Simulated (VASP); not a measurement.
# HfS4 (P6/mmm) in VASP: notebook, part 2 of 2

VASP 6.6.1. Earlier steps stand in the parts before.

## (4) Single point, PBE

INCAR reads:

```
SYSTEM = HfS4
PREC = Accurate ; ENCUT = 520
EDIFF = 1E-6 ; ISMEAR = 0
SIGMA = 0.1 ; LREAL = .FALSE.
LASPH = .TRUE. ; NELM = 100
ALGO = Normal ; ISIF = 2
LWAVE = .FALSE. ; LCHARG = .FALSE.
GGA = PE ; NBANDS = 25
```

KPOINTS reads:

```
regular mesh
0
G
  12 12 6
  0 0 0
```

POSCAR reads:

```
HfS4
1.0
    4.6218376329      0.0000000000      0.0000000000
   -2.3109188164      4.0026288022      0.0000000000
    0.0000000000      0.0000000000      6.9005718936
Hf S
1 4
Direct
    0.0000000000      0.0000000000      0.5000000000
    0.0000000000      0.0000000000      0.8596049242
    0.0000000000      0.0000000000      0.1403950758
    0.3333333333      0.6666666667      0.5000000000
    0.6666666667      0.3333333333      0.5000000000
```

Potentials or basis: VASP PAW PBE potentials, release 64 (Hf_pv, S).

On the command line:

```console
$ cat potpaw_PBE.64/Hf_pv/POTCAR potpaw_PBE.64/S/POTCAR > POTCAR
$ mpirun -np 1 vasp_std > vasp.out
```

OUTCAR:

```text
SYSTEM = HfS4
   PREC = Accurate
   ENCUT = 520
   EDIFF = 1E-6
   ISMEAR = 0
   LREAL = .FALSE.
   LASPH = .TRUE.
   NELM = 100
   ISIF = 2
   GGA = PE

 ion  position               nearest neighbor table
   1  0.000  0.000  0.500-   2 2.48   3 2.48   4 2.67   5 2.67   4 2.67   5 2.67   5 2.67   4 2.67

   2  0.000  0.000  0.860-   3 1.94   1 2.48
   3  0.000  0.000  0.140-   2 1.94   1 2.48
   4  0.333  0.667  0.500-   5 2.67   1 2.67   5 2.67   1 2.67   1 2.67   5 2.67
   5  0.667  0.333  0.500-   4 2.67   1 2.67   4 2.67   1 2.67   1 2.67   4 2.67

  LATTYP: Found a hexagonal cell.
[... 876 lines left out ...]
  -------------------------------------------------------------------------------------
  Total       -0.2761060     -0.2761060     -0.5926797     -0.0000000      0.0000000     -0.0000000
  in kB       -3.4653045     -3.4653045     -7.4385034     -0.0000000      0.0000000     -0.0000000
  external PRESSURE =      -4.7897041 kB  Pullay stress =       0.0000000 kB

 VOLUME and BASIS-vectors are now :
 -----------------------------------------------------------------------------
  energy-cutoff  :      520.00
  volume of cell :      127.66
      direct lattice vectors                 reciprocal lattice vectors
     4.621837633  0.000000000  0.000000000     0.216364156  0.124917904  0.000000000
    -2.310918816  4.002628802  0.000000000     0.000000000  0.249835808  0.000000000
     0.000000000  0.000000000  6.900571894     0.000000000  0.000000000  0.144915525

 POSITION                                       TOTAL-FORCE (eV/Angst)
 -----------------------------------------------------------------------------------
      0.00000      0.00000      3.45029         0.000000      0.000000     -0.000000
      0.00000      0.00000      5.93177        -0.000000     -0.000000      0.163496
      0.00000      0.00000      0.96881         0.000000      0.000000     -0.163496
     -0.00000      2.66842      3.45029         0.000000     -0.000000     -0.000000
      2.31092      1.33421      3.45029        -0.000000      0.000000      0.000000
 -----------------------------------------------------------------------------------
    total drift:                                0.000000     -0.000000     -0.000000

  FREE ENERGIE OF THE ION-ELECTRON SYSTEM (eV)
  ---------------------------------------------------
  free  energy   TOTEN  =       -27.5306263239 eV

  energy  without entropy=      -27.5030203518  energy(sigma->0) =      -27.51682334
```

OSZICAR:

```text
N       E                     dE             d eps       ncg     rms          rms(c)
DAV:   1     0.174098356509E+03    0.17410E+03   -0.15578E+04  3800   0.118E+03
DAV:   2    -0.160273298357E+02   -0.19013E+03   -0.18282E+03  4972   0.245E+02
DAV:   3    -0.288525008009E+02   -0.12825E+02   -0.12541E+02  5068   0.570E+01
DAV:   4    -0.291039191658E+02   -0.25142E+00   -0.25066E+00  5098   0.936E+00
DAV:   5    -0.291104470304E+02   -0.65279E-02   -0.65237E-02  5094   0.142E+00    0.445E+01
DAV:   6    -0.276839162047E+02    0.14265E+01   -0.36396E+00  4463   0.894E+00    0.318E+01
DAV:   7    -0.283048871558E+02   -0.62097E+00   -0.39153E+00  4972   0.781E+00    0.914E+00
DAV:   8    -0.275577920615E+02    0.74710E+00   -0.23290E+00  4808   0.609E+00    0.279E+00
DAV:   9    -0.275310499365E+02    0.26742E-01   -0.20574E-01  4524   0.213E+00    0.125E+00
DAV:  10    -0.275307759177E+02    0.27402E-03   -0.20203E-02  4990   0.634E-01    0.740E-01
DAV:  11    -0.275306282622E+02    0.14766E-03   -0.13634E-03  4485   0.202E-01    0.189E-01
DAV:  12    -0.275306147050E+02    0.13557E-04   -0.23240E-04  5112   0.770E-02    0.530E-02
DAV:  13    -0.275306241690E+02   -0.94640E-05   -0.43427E-05  4427   0.353E-02    0.215E-02
DAV:  14    -0.275306261807E+02   -0.20117E-05   -0.72190E-06  4389   0.143E-02    0.109E-02
DAV:  15    -0.275306263239E+02   -0.14314E-06   -0.48066E-07  3388   0.426E-03
   1 F= -.27530626E+02 E0= -.27516823E+02  d E =-.276060E-01
```

Wall time 2.5 min (1 thread of AMD EPYC 9R45 (Zen 5), shared host); peak memory 0.34 GiB.

Results:

| Item | Value |
| --- | --- |
| Free energy | -27.5306 eV |
| Pressure | -0.5 GPa |
| Largest force | 0.163 eV/Å |
| Band gap on the k mesh | zero (band 17 reaches 2.69 eV, above the bottom of band 18 at 2.08 eV) |

Forces on the atoms (eV/Å):
```
Hf   0.000  0.000  0.000
S    0.000  0.000  0.163
S    0.000  0.000 -0.163
S    0.000  0.000  0.000
S    0.000  0.000  0.000
```

Caveat: spin-orbit coupling is left out, which moves the levels of the heavy elements.

## (5) Relaxation of cell and atoms, PBE

This run uses another cell than the first one, of 26.96 Å³/atom, 1.056 times its volume.

INCAR reads:

```
ALGO = Normal
EDIFF = 1E-6
EDIFFG = -0.04
ENCUT = 600
GGA = PE
IBRION = 2
ISIF = 3
ISMEAR = 0
LASPH = T
LCHARG = F
LREAL = F
LWAVE = F
NELM = 80
NSW = 90
PREC = Accurate
SIGMA = 0.1
```

KPOINTS reads:

```
k-points
0
Gamma
  6 6 4
```

POSCAR reads:

```
HfS4
1.0
    4.9945641100      0.0000000000      0.0000000000
   -2.4972820600      4.3254194000      0.0000000000
    0.0000000000      0.0000000000      6.2401641800
Hf S
1 4
Direct
    0.0000000000      0.0000000000      0.5000000000
    0.0000000000      0.0000000000      0.7960095400
    0.0000000000      0.0000000000      0.2039904600
    0.3333333300      0.6666666700      0.5000000000
    0.6666666700      0.3333333300      0.5000000000
```

Potentials or basis: VASP PAW PBE potentials, release 64 (Hf_pv, S).

On the command line:

```console
$ cat potpaw_PBE.64/Hf_pv/POTCAR potpaw_PBE.64/S/POTCAR > POTCAR
$ mpirun -np 1 vasp_std > vasp.out
```

OUTCAR:

```text
EDIFF = 1E-6
   EDIFFG = -0.04
   ENCUT = 600
   GGA = PE
   IBRION = 2
   ISIF = 3
   ISMEAR = 0
   LASPH = T
   LREAL = F
   NELM = 80
   NSW = 90
   PREC = Accurate

 ion  position               nearest neighbor table
   1  0.000  0.000  0.500-   2 1.85   3 1.85   4 2.88   5 2.88   5 2.88   4 2.88   5 2.88   4 2.88

   2  0.000  0.000  0.796-   1 1.85   3 2.55
   3  0.000  0.000  0.204-   1 1.85   2 2.55
   4  0.333  0.667  0.500-   1 2.88   1 2.88   1 2.88
   5  0.667  0.333  0.500-   1 2.88   1 2.88   1 2.88

  LATTYP: Found a hexagonal cell.
 ALAT       =     4.9945641100
 C/A-ratio  =     1.2493911466

  Lattice vectors:

 A1 = (   4.9945641100,   0.0000000000,   0.0000000000)
 A2 = (  -2.4972820600,   4.3254194000,   0.0000000000)
 A3 = (   0.0000000000,   0.0000000000,   6.2401641800)

Analysis of symmetry for initial positions (statically):
=====================================================================
 Subroutine PRICEL returns:
 Original cell was already a primitive cell.

 Routine SETGRP: Setting up the symmetry group for a
 hexagonal supercell.

 Subroutine GETGRP returns: Found 24 space group operations
 (whereof 24 operations were pure point group operations)
 out of a pool of 24 trial point group operations.

The static configuration has the point symmetry D_6h.

Analysis of symmetry for dynamics (positions and initial velocities):
=====================================================================
 Subroutine PRICEL returns:
 Original cell was already a primitive cell.

 Routine SETGRP: Setting up the symmetry group for a
 hexagonal supercell.

 Subroutine GETGRP returns: Found 24 space group operations
 (whereof 24 operations were pure point group operations)
 out of a pool of 24 trial point group operations.

The dynamic configuration has the point symmetry D_6h.

 Subroutine INISYM returns: Found 24 space group operations
 (whereof 24 operations are pure point group operations),
 and found     1 'primitive' translations

[... 118 lines left out ...]
  Fermi-wavevector in a.u.,A,eV,Ry     =   1.034333  1.954607 14.556131  1.069845
  Thomas-Fermi vector in A             =   2.168623
   LORBIT       =      0    0 simple, 1 ext, 2 COOP (PROOUT), +10 PAW based schemes
   GGA     = PE    functional components
   LHFCALC =     F    Hartree Fock is set to
   AEXX    =    0.0000 exact exchange contribution
   IVDW    =     0    specifies the selected vdW correction
   LEPSILON=     F    determine dielectric tensor
   LRPA    =     F    only Hartree local field effects (RPA)
 conjugate gradient relaxation of ions
 non-spin polarized calculation
 Gauss-broadening in eV      SIGMA  =   0.10
  energy-cutoff  :      600.00
  volume of cell :      134.81
 maximum number of plane-waves:      4542
 NGX is ok and might be reduce to    40
   NGX = 19   NGY = 19   NGZ = 25

--------------------------------------- Ionic step        1  -------------------------------------------

 number of electron      33.9999997 magnetization

 Free energy of the ion-electron system (eV)
  ---------------------------------------------------
  ext. energy  EPLUGINS =         0.00000000
  ---------------------------------------------------
  free energy    TOTEN  =       -19.40780310 eV

  energy without entropy =      -19.38243168  energy(sigma->0) =      -19.39511739

------------------------ aborting loop because EDIFF is reached ----------------------------------------

  FORCE on cell =-STRESS in cart. coord.  units (eV):
  Direction    XX          YY          ZZ          XY          YZ          ZX
  --------------------------------------------------------------------------------------
  -------------------------------------------------------------------------------------
  Total       -3.6034441     -3.6034441     64.3956372      0.0000000      0.0000000      0.0000000
  in kB      -42.8259045    -42.8259044    765.3237578      0.0000000      0.0000000      0.0000000
  external PRESSURE =     226.5573163 kB  Pullay stress =       0.0000000 kB
[... 98 lines left out ...]
  FREE ENERGIE OF THE ION-ELECTRON SYSTEM (eV)
  ---------------------------------------------------
  free  energy   TOTEN  =       -25.7059510466 eV

  energy  without entropy=      -25.6347338068  energy(sigma->0) =      -25.67034243

[... ionic steps 4 to 11 ...]

--------------------------------------- Ionic step       12  -------------------------------------------

 number of electron      33.9999997 magnetization

------------------------ aborting loop because EDIFF is reached ----------------------------------------
[... 73 lines left out ...]
--------------------------------------- Ionic step       14  -------------------------------------------

 number of electron      33.9999997 magnetization

 Free energy of the ion-electron system (eV)
  ---------------------------------------------------
  ext. energy  EPLUGINS =         0.00000000
  ---------------------------------------------------
  free energy    TOTEN  =       -27.52084762 eV

  energy without entropy =      -27.48871032  energy(sigma->0) =      -27.50477897

 E-fermi :   2.3582     XC(G=0):  -8.5765

 val. band max:        2.3367722314   @ k =   0.3333   0.1667   0.2500
 cond. band min:       2.3619631476   @ k =   0.3333   0.3333   0.2500
 fundamental gap:      0.0251909161
 Fermi energy:         2.3582371853

 k-point     1 :       0.0000    0.0000    0.0000
  band No.  band energies     occupation
      1     -28.9706      2.00000
      2     -28.5604      2.00000
      3     -28.5604      2.00000
      4     -13.2516      2.00000
      5     -11.7852      2.00000
      6      -8.1761      2.00000
[... 525 lines left out ...]
  FREE ENERGIE OF THE ION-ELECTRON SYSTEM (eV)
  ---------------------------------------------------
  free  energy   TOTEN  =       -27.5208476222 eV

  energy  without entropy=      -27.4887103176  energy(sigma->0) =      -27.50477897

 reached required accuracy - stopping structural energy minimisation
```

OSZICAR:

```text
N       E                     dE             d eps       ncg     rms          rms(c)
DAV:   1     0.225226305492E+03    0.22523E+03   -0.17214E+04   890   0.156E+03
DAV:   2    -0.351236559004E+01   -0.22874E+03   -0.22369E+03  1251   0.292E+02
DAV:   3    -0.206685404008E+02   -0.17156E+02   -0.16702E+02  1075   0.744E+01
[... 180 lines left out ...]
DAV:   4    -0.275208770197E+02    0.11984E-02   -0.30467E-03   977   0.297E-01    0.132E-01
DAV:   5    -0.275208642145E+02    0.12805E-04   -0.27764E-04  1005   0.947E-02    0.130E-01
DAV:   6    -0.275208620143E+02    0.22002E-05   -0.11583E-05  1093   0.185E-02    0.905E-02
DAV:   7    -0.275208483069E+02    0.13707E-04   -0.12262E-05   996   0.228E-02    0.235E-02
DAV:   8    -0.275208476222E+02    0.68472E-06   -0.22452E-06   779   0.827E-03
  14 F= -.27520848E+02 E0= -.27504779E+02  d E =-.129274E-02
```

Run time: 8.4 min. Hardware: 1 thread of AMD EPYC 9R45 (Zen 5), shared host; peak memory 0.29 GiB.

Results:

| Property | Result |
| --- | --- |
| Free energy | -27.5208 eV |
| Relaxed volume | 25.42 Å³/atom |
| Relaxed cell | a = 4.621 Å, b = 4.621 Å, c = 6.872 Å, α = 90.00°, β = 90.00°, γ = 120.00° |
| Space group after relaxing (to 0.05 Å) | P6/mmm (No. 191) |
| Energy gained by relaxing | 1622.6 meV/atom |
| Ionic steps | 14 |
| Pressure after relaxing | -0.1 GPa |
| Largest force after relaxing | 0.024 eV/Å |
| Band gap on the k mesh | zero (band 17 reaches 2.78 eV, above the bottom of band 18 at 2.20 eV) |

Forces in eV/Å, atoms in the order of the input:
```
Hf   0.000  0.000  0.000
S    0.000  0.000  0.024
S    0.000  0.000 -0.024
S    0.000  0.000  0.000
S    0.000  0.000  0.000
```

Step by step:
```csv
step,energy change (eV),largest force (eV/Å),pressure (GPa),volume (Å³)
1,0.0000,17.8575,22.66,134.81
2,7.9981,80.4233,23.88,203.64
3,-6.2981,4.6008,-5.63,165.06
4,-6.5731,3.4797,-6.52,162.30
5,-7.4786,0.2652,-7.05,148.76
6,-7.4348,1.7763,-5.27,144.51
7,-7.4961,0.7033,-6.59,147.32
8,-7.4960,0.8070,-6.48,147.02
9,-8.0354,1.8397,0.50,127.87
10,-8.0364,1.6721,0.06,128.70
11,-7.9835,1.6394,1.71,122.57
12,-8.1118,0.0522,0.38,126.13
13,-8.1118,0.0239,0.36,126.18
14,-8.1130,0.0242,-0.13,127.08
```

Final structure:
```cif
data_structure
_symmetry_space_group_name_H-M 'P 1'
_symmetry_Int_Tables_number 1
_cell_length_a 4.6210
_cell_length_b 4.6210
_cell_length_c 6.8716
_cell_angle_alpha 90.000
_cell_angle_beta 90.000
_cell_angle_gamma 120.000
_cell_volume 127.08
loop_
_atom_site_label
_atom_site_type_symbol
_atom_site_fract_x
_atom_site_fract_y
_atom_site_fract_z
_atom_site_occupancy
Hf1 Hf 0.00000 0.00000 0.50000 1
S1 S 0.00000 0.00000 0.85959 1
S2 S 0.00000 0.00000 0.14041 1
S3 S 0.33333 0.66667 0.50000 1
S4 S 0.66667 0.33333 0.50000 1
```

Caveat: spin-orbit coupling is left out, which moves the levels of the heavy elements.

## (6) Summary

| task | cell | k mesh | cutoff (eV) | gap on the mesh (eV) | pressure (GPa) | largest force (eV/Å) |
| --- | --- | --- | --- | --- | --- | --- |
| single point | a = 4.624, b = 4.624, c = 6.891 Å, angles 90.0, 90.0, 120.0°, 5 atoms | 6 × 6 × 4 | 520 | none | -0.5 | 0.16 |
| single point | a = 4.995, b = 4.995, c = 6.240 Å, angles 90.0, 90.0, 120.0°, 5 atoms | 6 × 6 × 4 | 520 | none | 22.6 | 17.86 |
| single point | a = 4.622, b = 4.622, c = 6.901 Å, angles 90.0, 90.0, 120.0°, 5 atoms | 12 × 12 × 6 | 520 | none | -0.5 | 0.16 |
| relaxation of cell and atoms | relaxed from a = 4.995, b = 4.995, c = 6.240 Å, angles 90.0, 90.0, 120.0°, 5 atoms | 6 × 6 × 4 | 600 | none | -0.1 | 0.02 |

Alike in all rows: level PBE; potentials or basis VASP PAW PBE potentials, release 64 (Hf_pv, S); no spin polarisation; smearing gaussian 0.1 eV.

Caveats: spin-orbit coupling is left out, which moves the levels of the heavy elements; forces of over 1 eV/Å act on the atoms, so gaps and moduli don't describe the material at rest (some runs).

Absolute energies hang on the potentials; compare differences alone.
